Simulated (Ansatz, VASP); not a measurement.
**AlN: VASP beside Ansatz**

```
Al N
1.0
     0.00000    1.95712    1.95712
     1.95712    0.00000    1.95712
     1.95712    1.95712    0.00000
Al N
1 1
Direct
  0.50000 0.50000 0.50000
  0.00000 0.00000 0.00000
```

Alike in both runs: task single point; functional PBEsol; k mesh 10 × 10 × 10; occupations gaussian, width 0.02 eV; no spin polarisation.

|  | VASP | Ansatz |
| --- | --- | --- |
| version | VASP 6.6.1 | Ansatz 0.2.0 |
| potentials or method | VASP PAW PBE potentials, release 64 (Al, N), cutoff 600 eV | scalar-relativistic, plane waves, PAW |
| valence electrons in the cell | 8 | 8 |

```tsv
	VASP	Ansatz	Ansatz less VASP
gap on the k mesh at the Fermi level (eV)	4.95	4.95	0.000
least direct gap on the mesh (eV)	7.14	7.11	-0.031
pressure (GPa)	31.4	31.5	+0.15
```

VASP's potentials were made for PBE, not for PBEsol. Both programs put the cell under a high pressure, so it lies far from rest at this level.
